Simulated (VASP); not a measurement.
# SrBe3 (Pm-3m) in VASP: notebook

SrBe3 is run at these levels: LDA; tasks: relaxation of cell and atoms.

Everything below comes from runs of VASP 6.6.1. Logs are shortened: lines on timing, memory, paths and dates and some standing lists are left out, and cuts for length are marked.

## Step 1: The cell of the first run

The structure is cubic, space group Pm-3m (No. 221). The conventional cell has a = 4.142 Å, b = 4.142 Å, c = 4.142 Å, α = 90.00°, β = 90.00°, γ = 90.00°. Sr (site symmetry m-3m) has 12 Be at 2.93 Å within 3.9 Å. Be (site symmetry 4/mmm) has 4 Sr at 2.93 Å and 8 Be at 2.93 Å within 3.9 Å.

## Step 2: Relaxation of cell and atoms, LDA

Input file INCAR:

```
SYSTEM = SrBe3
PREC = Accurate
ENCUT = 600
EDIFF = 1E-7
ISMEAR = -1
SIGMA = 0.05
LREAL = .FALSE.
LASPH = .TRUE.
NELM = 120
ALGO = Normal
ISIF = 3
LWAVE = .FALSE.
LCHARG = .FALSE.
IBRION = 2
NSW = 80
EDIFFG = -0.01
GGA_COMPAT = .FALSE.
NELMIN = 4
```

Input file KPOINTS:

```
Automatic mesh
0
G
  4 4 4
  0 0 0
```

Input file POSCAR:

```
SrBe3
1.0
    4.1420599484      0.0000000000      0.0000000000
    0.0000000000      4.1420599484      0.0000000000
    0.0000000000      0.0000000000      4.1420599484
Sr Be
1 3
Direct
    0.0000000000      0.0000000000      0.0000000000
    0.0000000000      0.5000000000      0.5000000000
    0.5000000000      0.0000000000      0.5000000000
    0.5000000000      0.5000000000      0.0000000000
```

Potentials or basis: VASP PAW LDA potentials, release 64 (Sr_sv, Be).

Launch:

```
$ cat potpaw_LDA.64/Sr_sv/POTCAR potpaw_LDA.64/Be/POTCAR > POTCAR
$ mpirun -np 1 vasp_std > vasp.out
```

OUTCAR:

```text
SYSTEM = SrBe3
   PREC = Accurate
   ENCUT = 600
   EDIFF = 1E-7
   ISMEAR = -1
   LREAL = .FALSE.
   LASPH = .TRUE.
   NELM = 120
   ISIF = 3
   IBRION = 2
   NSW = 80
   EDIFFG = -0.01
   NELMIN = 4

 ion  position               nearest neighbor table
   1  0.000  0.000  0.000-   2 2.93   3 2.93   4 2.93   2 2.93   3 2.93   2 2.93   4 2.93   2 2.93
                             3 2.93   4 2.93   3 2.93   4 2.93
   2  0.000  0.500  0.500-   1 2.93   1 2.93   1 2.93   1 2.93
   3  0.500  0.000  0.500-   1 2.93   1 2.93   1 2.93   1 2.93
   4  0.500  0.500  0.000-   1 2.93   1 2.93   1 2.93   1 2.93

  LATTYP: Found a simple cubic cell.
 ALAT       =     4.1420599484

  Lattice vectors:

 A1 = (   4.1420599484,   0.0000000000,   0.0000000000)
 A2 = (   0.0000000000,   4.1420599484,   0.0000000000)
 A3 = (   0.0000000000,   0.0000000000,   4.1420599484)

Analysis of symmetry for initial positions (statically):
=====================================================================
 Subroutine PRICEL returns:
 Original cell was already a primitive cell.

 Routine SETGRP: Setting up the symmetry group for a
 simple cubic supercell.

 Subroutine GETGRP returns: Found 48 space group operations
 (whereof 48 operations were pure point group operations)
 out of a pool of 48 trial point group operations.

The static configuration has the point symmetry O_h .

Analysis of symmetry for dynamics (positions and initial velocities):
=====================================================================
 Subroutine PRICEL returns:
 Original cell was already a primitive cell.

 Routine SETGRP: Setting up the symmetry group for a
 simple cubic supercell.

 Subroutine GETGRP returns: Found 48 space group operations
 (whereof 48 operations were pure point group operations)
 out of a pool of 48 trial point group operations.

The dynamic configuration has the point symmetry O_h .

 Subroutine INISYM returns: Found 48 space group operations
 (whereof 48 operations are pure point group operations),
 and found     1 'primitive' translations

----------------------------------------------------------------------------------------

                                     Primitive cell

  volume of cell :      71.0639

  direct lattice vectors                    reciprocal lattice vectors
     4.142059948  0.000000000  0.000000000     0.241425767  0.000000000  0.000000000
     0.000000000  4.142059948  0.000000000     0.000000000  0.241425767  0.000000000
     0.000000000  0.000000000  4.142059948     0.000000000  0.000000000  0.241425767

  length of vectors
     4.142059948  4.142059948  4.142059948     0.241425767  0.241425767  0.241425767

  position of ions in fractional coordinates (direct lattice)
     0.000000000  0.000000000  0.000000000
     0.000000000  0.500000000  0.500000000
     0.500000000  0.000000000  0.500000000
     0.500000000  0.500000000  0.000000000

  ion indices of the primitive-cell ions
   primitive index   ion index
                 1           1
                 2           2
                 3           3
                 4           4

----------------------------------------------------------------------------------------

 KPOINTS: Automatic mesh

Automatic generation of k-mesh.
 Grid dimensions read from file:
 generate k-points for:    4    4    4

 Generating k-lattice:

  Cartesian coordinates                     Fractional coordinates (reciprocal lattice)
     0.060356442  0.000000000  0.000000000     0.250000000  0.000000000  0.000000000
     0.000000000  0.060356442  0.000000000     0.000000000  0.250000000  0.000000000
     0.000000000  0.000000000  0.060356442     0.000000000  0.000000000  0.250000000

  Length of vectors
     0.060356442  0.060356442  0.060356442

  Shift w.r.t. Gamma in fractional coordinates (k-lattice)
     0.000000000  0.000000000  0.000000000

 Subroutine IBZKPT returns following result:
 ===========================================

 Found     10 irreducible k-points:

 Following reciprocal coordinates:
            Coordinates               Weight
  0.000000  0.000000  0.000000      1.000000
  0.250000  0.000000  0.000000      6.000000
  0.500000  0.000000  0.000000      3.000000
  0.250000  0.250000  0.000000     12.000000
  0.500000  0.250000  0.000000     12.000000
  0.500000  0.500000  0.000000      3.000000
  0.250000  0.250000  0.250000      8.000000
  0.500000  0.250000  0.250000     12.000000
  0.500000  0.500000  0.250000      6.000000
  0.500000  0.500000  0.500000      1.000000
   k-points           NKPTS =     10   k-points in BZ     NKDIM =     10   number of bands    NBANDS=     12
   number of dos      NEDOS =    301   number of ions     NIONS =      4
   total plane-waves  NPLWV =  46656
   dimension x,y,z NGX =    36 NGY =   36 NGZ =   36
   dimension x,y,z NGXF=    72 NGYF=   72 NGZF=   72
   ions per type =               1   3
   NGX,Y,Z   is equivalent  to a cutoff of  14.45, 14.45, 14.45 a.u.
   NGXF,Y,Z  is equivalent  to a cutoff of  28.90, 28.90, 28.90 a.u.
 SYSTEM =  SrBe3
   PREC   = accura    normal or accurate (medium, high low for compatibility)
   ISTART =      0    job   : 0-new  1-cont  2-samecut
   ICHARG =      2    charge: 1-file 2-atom 10-const
   ISPIN  =      1    spin polarized calculation?
   LNONCOLLINEAR =      F non collinear calculations
   LSORBIT =      F    spin-orbit coupling
   LASPH  =      T    aspherical Exc in radial PAW
   ENCUT  =  600.0 eV  44.10 Ry    6.64 a.u.   8.27  8.27  8.27*2*pi/ulx,y,z
   NELM   =    120;   NELMIN=  4; NELMDL= -5     # of ELM steps
   EDIFF  = 0.1E-06   stopping-criterion for ELM
   LREAL  =      F    real-space projection
   EDIFFG = -.1E-01   stopping-criterion for IOM
   NSW    =     80    number of steps for IOM
   IBRION =      2    ionic relax: 0-MD 1-quasi-New 2-CG
   NFREE  =      1    steps in history (QN), initial steepest desc. (CG)
   ISIF   =      3    stress and relaxation
   ISYM   =      2    0-nonsym 1-usesym 2-fastsym
   POTIM  = 0.5000    time-step for ionic-motion
   TEBEG  =    0.0;   TEEND  =   0.0 temperature during run
   PSTRESS=    0.0 pullay stress
   NELECT =      16.0000    total number of electrons
   NUPDOWN=      -1.0000    fix difference up-down
   EMIN   =  10.00;   EMAX   =-10.00  energy-range for DOS
   EFERMI =   0.00;   METHOD = LEGACY
   ISMEAR =    -1;   SIGMA  =   0.05  broadening in eV -4-tet -1-fermi 0-gaus
   EFERMI_NEDOS =   21; number of points for ismear=-14 and -15
   IALGO  =     38    algorithm
   IMIX   =      4    mixing-type and parameters
     AMIX     =   0.40;   BMIX     =  1.00
     AMIX_MAG =   1.60;   BMIX_MAG =  1.00
  volume/ion in A,a.u.               =      17.77       119.89
  Fermi-wavevector in a.u.,A,eV,Ry     =   0.995937  1.882048 13.495484  0.991890
  Thomas-Fermi vector in A             =   2.127991
   LORBIT       =      0    0 simple, 1 ext, 2 COOP (PROOUT), +10 PAW based schemes
   GGA     = CA    functional components
   LHFCALC =     F    Hartree Fock is set to
   AEXX    =    0.0000 exact exchange contribution
   IVDW    =     0    specifies the selected vdW correction
   LEPSILON=     F    determine dielectric tensor
   LRPA    =     F    only Hartree local field effects (RPA)
 conjugate gradient relaxation of ions
 non-spin polarized calculation
  energy-cutoff  :      600.00
  volume of cell :       71.06
 maximum number of plane-waves:      2392
 NGX is ok and might be reduce to    36
   NGX = 17   NGY = 17   NGZ = 17

--------------------------------------- Ionic step        1  -------------------------------------------

 number of electron      16.0000000 magnetization

 Free energy of the ion-electron system (eV)
  ---------------------------------------------------
  ext. energy  EPLUGINS =         0.00000000
  ---------------------------------------------------
  free energy    TOTEN  =       -10.01468721 eV

  energy without entropy =       -9.98807012  energy(sigma->0) =      -10.00137867

------------------------ aborting loop because EDIFF is reached ----------------------------------------

  FORCE on cell =-STRESS in cart. coord.  units (eV):
  Direction    XX          YY          ZZ          XY          YZ          ZX
  --------------------------------------------------------------------------------------
  -------------------------------------------------------------------------------------
  Total        0.0523809      0.0523809      0.0523809     -0.0000000      0.0000000     -0.0000000
  in kB        1.1809573      1.1809573      1.1809573     -0.0000000      0.0000000     -0.0000000
  external PRESSURE =       1.1809573 kB  Pullay stress =       0.0000000 kB

 VOLUME and BASIS-vectors are now :
 -----------------------------------------------------------------------------
  energy-cutoff  :      600.00
  volume of cell :       71.06
      direct lattice vectors                 reciprocal lattice vectors
     4.142059948  0.000000000  0.000000000     0.241425767  0.000000000  0.000000000
     0.000000000  4.142059948  0.000000000     0.000000000  0.241425767  0.000000000
     0.000000000  0.000000000  4.142059948     0.000000000  0.000000000  0.241425767

 POSITION                                       TOTAL-FORCE (eV/Angst)
 -----------------------------------------------------------------------------------
      0.00000      0.00000      0.00000         0.000000      0.000000      0.000000
      0.00000      2.07103      2.07103         0.000000      0.000000      0.000000
      2.07103      0.00000      2.07103         0.000000      0.000000      0.000000
      2.07103      2.07103      0.00000         0.000000      0.000000      0.000000
 -----------------------------------------------------------------------------------
    total drift:                                0.000000     -0.000000     -0.000000

  FREE ENERGIE OF THE ION-ELECTRON SYSTEM (eV)
  ---------------------------------------------------
  free  energy   TOTEN  =       -10.0146872128 eV

  energy  without entropy=       -9.9880701220  energy(sigma->0) =      -10.00137867

--------------------------------------- Ionic step        2  -------------------------------------------

 number of electron      16.0000000 magnetization

 Free energy of the ion-electron system (eV)
  ---------------------------------------------------
  ext. energy  EPLUGINS =         0.00000000
  ---------------------------------------------------
  free energy    TOTEN  =       -10.01475107 eV

  energy without entropy =       -9.98807852  energy(sigma->0) =      -10.00141480

 E-fermi :   2.7837     XC(G=0):  -9.2729

 val. band max:        2.6437935960   @ k =   0.5000   0.0000   0.0000
 cond. band min:       2.8551661487   @ k =   0.2500   0.0000   0.0000
 fundamental gap:      0.2113725528
 Fermi energy:         2.7837056879

 k-point     1 :       0.0000    0.0000    0.0000
  band No.  band energies     occupation
      1     -31.0816      2.00000
      2     -13.3509      2.00000
      3     -13.3509      2.00000
      4     -13.3509      2.00000
      5      -3.7161      2.00000
      6       2.3945      1.99917
      7       2.3945      1.99917
      8       3.0022      0.02499
      9       3.0022      0.02499
     10       3.0022      0.02499
     11       7.4603      0.00000
     12       7.4603      0.00000
[... 121 lines left out ...]
 k-point    10 :       0.5000    0.5000    0.5000
  band No.  band energies     occupation
      1     -31.0513      2.00000
      2     -13.5248      2.00000
      3     -13.5248      2.00000
      4     -13.5248      2.00000
      5       0.5767      2.00000
      6       0.6356      2.00000
      7       0.6356      2.00000
      8       0.6356      2.00000
      9       2.5291      1.98780
     10       2.5291      1.98780
     11       2.5291      1.98780
     12       8.6425      0.00000

------------------------ aborting loop because EDIFF is reached ----------------------------------------

  FORCE on cell =-STRESS in cart. coord.  units (eV):
  Direction    XX          YY          ZZ          XY          YZ          ZX
  --------------------------------------------------------------------------------------
  -------------------------------------------------------------------------------------
  Total        0.0120407      0.0120407      0.0120407      0.0000000      0.0000000     -0.0000000
  in kB        0.2709509      0.2709509      0.2709509      0.0000000      0.0000000     -0.0000000
  external PRESSURE =       0.2709509 kB  Pullay stress =       0.0000000 kB

 VOLUME and BASIS-vectors are now :
 -----------------------------------------------------------------------------
  energy-cutoff  :      600.00
  volume of cell :       71.20
      direct lattice vectors                 reciprocal lattice vectors
     4.144676687 -0.000000000 -0.000000000     0.241273343  0.000000000 -0.000000000
    -0.000000000  4.144676687 -0.000000000     0.000000000  0.241273343 -0.000000000
     0.000000000  0.000000000  4.144676687     0.000000000  0.000000000  0.241273343

 POSITION                                       TOTAL-FORCE (eV/Angst)
 -----------------------------------------------------------------------------------
      0.00000      0.00000      0.00000         0.000000      0.000000      0.000000
      0.00000      2.07234      2.07234         0.000000     -0.000000      0.000000
      2.07234      0.00000      2.07234        -0.000000     -0.000000      0.000000
      2.07234      2.07234     -0.00000        -0.000000     -0.000000      0.000000
 -----------------------------------------------------------------------------------
    total drift:                                0.000000     -0.000000     -0.000000

  FREE ENERGIE OF THE ION-ELECTRON SYSTEM (eV)
  ---------------------------------------------------
  free  energy   TOTEN  =       -10.0147510729 eV

  energy  without entropy=       -9.9880785173  energy(sigma->0) =      -10.00141480

 reached required accuracy - stopping structural energy minimisation
```

Run time: 28 s. Hardware: 1 thread of Intel Xeon 8259CL, shared host; peak memory 0.18 GiB.

Results:

```yaml
Free_energy: -10.0148 eV
Relaxed_volume: 17.80 Å³/atom
Relaxed_cell: a = 4.145 Å, b = 4.145 Å, c = 4.145 Å, α = 90.00°, β = 90.00°, γ = 90.00°
Space_group_after_relaxing_to_0.1_Å: Pm-3m (No. 221)
Energy_gained_by_relaxing: 0.0 meV/atom
Ionic_steps: 2
Pressure_after_relaxing: 0.0 GPa
Band_gap_on_the_k_mesh: zero (bands 8 and 9 overlap by 0.50 eV)
```

Final structure:
```cif
data_structure
_symmetry_space_group_name_H-M 'P 1'
_symmetry_Int_Tables_number 1
_cell_length_a 4.1447
_cell_length_b 4.1447
_cell_length_c 4.1447
_cell_angle_alpha 90.000
_cell_angle_beta 90.000
_cell_angle_gamma 90.000
_cell_volume 71.20
loop_
_atom_site_label
_atom_site_type_symbol
_atom_site_fract_x
_atom_site_fract_y
_atom_site_fract_z
_atom_site_occupancy
Sr1 Sr 0.00000 0.00000 0.00000 1
Be1 Be 0.00000 0.50000 0.50000 1
Be2 Be 0.50000 0.00000 0.50000 1
Be3 Be 0.50000 0.50000 0.00000 1
```

Levels at points of the mesh, in eV from the Fermi level:
```csv
k point,band 6,band 7,band 8,band 9,band 10,band 11
"(0.00, 0.00, 0.00)",-0.39,-0.39,0.22,0.22,0.22,4.68
"(0.50, 0.00, 0.00)",-4.37,-0.14,-0.14,0.12,2.75,2.94
"(0.50, 0.50, 0.00)",-2.22,-2.09,-2.09,1.06,1.06,2.97
"(0.50, 0.50, 0.50)",-2.15,-2.15,-2.15,-0.25,-0.25,-0.25
```

Caveat: the k points lie up to 0.38 Å⁻¹ apart in the final cell.

## Step 3: Relaxation of cell and atoms, LDA

This run uses another cell than the first one, of 19.60 Å³/atom.

Input file INCAR:

```
SYSTEM = SrBe3
ALGO = Normal ; EDIFF = 1E-7
EDIFFG = -0.01 ; ENCUT = 600
GGA_COMPAT = .False. ; IBRION = 2
ISIF = 3 ; ISMEAR = -1
LASPH = .True. ; LCHARG = .False.
LREAL = .False. ; LWAVE = .False.
NELM = 120 ; NELMIN = 4
NSW = 80 ; PREC = Accurate
SIGMA = 0.05
```

Input file KPOINTS:

```
k-points
0
Gamma
  4 4 4
  0 0 0
```

Input file POSCAR:

```
SrBe3
1.0
    4.2800000000      0.0000000000      0.0000000000
    0.0000000000      4.2800000000      0.0000000000
    0.0000000000      0.0000000000      4.2800000000
Sr Be
1 3
Direct
    0.0000000000      0.0000000000      0.0000000000
    0.0000000000      0.5000000000      0.5000000000
    0.5000000000      0.0000000000      0.5000000000
    0.5000000000      0.5000000000      0.0000000000
```

Potentials or basis: VASP PAW LDA potentials, release 64 (Sr_sv, Be).

Launch:

```
$ cat potpaw_LDA.64/Sr_sv/POTCAR potpaw_LDA.64/Be/POTCAR > POTCAR
$ mpirun -np 1 vasp_std > vasp.out
```

It took 48 s on 1 thread of Intel Xeon 8259CL, shared host; peak memory 0.19 GiB.

The run converged. Its results:

```
Free energy                           : -10.0149 eV
Relaxed volume                        : 17.83 Å³/atom
Relaxed cell                          : a = 4.147 Å, b = 4.147 Å, c = 4.147 Å, α = 90.00°, β = 90.00°, γ = 90.00°
Space group after relaxing (to 0.1 Å) : Pm-3m (No. 221)
Energy gained by relaxing             : 23.9 meV/atom
Ionic steps                           : 3
Pressure after relaxing               : -0.1 GPa
Band gap on the k mesh                : zero (bands 8 and 9 overlap by 0.50 eV)
```

Step by step:
```csv
step,energy change (eV),largest force (eV/Å),pressure (GPa),volume (Å³)
1,0.0000,0.0000,-3.95,78.40
2,-0.0886,0.0000,-1.19,73.05
3,-0.0955,0.0000,-0.07,71.34
```

Final structure:
```
CELL_PARAMETERS angstrom
4.14738 0.00000 0.00000
0.00000 4.14738 0.00000
0.00000 0.00000 4.14738
ATOMIC_POSITIONS crystal
Sr 0.00000 0.00000 0.00000
Be 0.00000 0.50000 0.50000
Be 0.50000 0.00000 0.50000
Be 0.50000 0.50000 0.00000
```

Levels at points of the mesh, in eV from the Fermi level:
| k point | band 4 | band 5 | band 6 | band 7 | band 8 | band 9 | band 10 | band 11 | band 12 |
| --- | --- | --- | --- | --- | --- | --- | --- | --- | --- |
| (0.00, 0.00, 0.00) | -16.14 | -6.49 | -0.39 | -0.39 | 0.22 | 0.22 | 0.22 | 4.67 | 4.67 |
| (0.50, 0.00, 0.00) | -16.11 | -4.38 | -4.36 | -0.14 | -0.14 | 0.12 | 2.74 | 2.93 | 2.93 |
| (0.50, 0.50, 0.00) | -16.08 | -4.06 | -2.21 | -2.10 | -2.10 | 1.06 | 1.06 | 2.97 | 3.57 |
| (0.50, 0.50, 0.50) | -16.31 | -2.20 | -2.15 | -2.15 | -2.15 | -0.26 | -0.26 | -0.26 | 5.84 |

Caveat: the k points lie up to 0.38 Å⁻¹ apart in the final cell, too coarse for converged energies and pressures of a metal.

The gap in the log of VASP goes by the Fermi energy; the results here count the filled bands.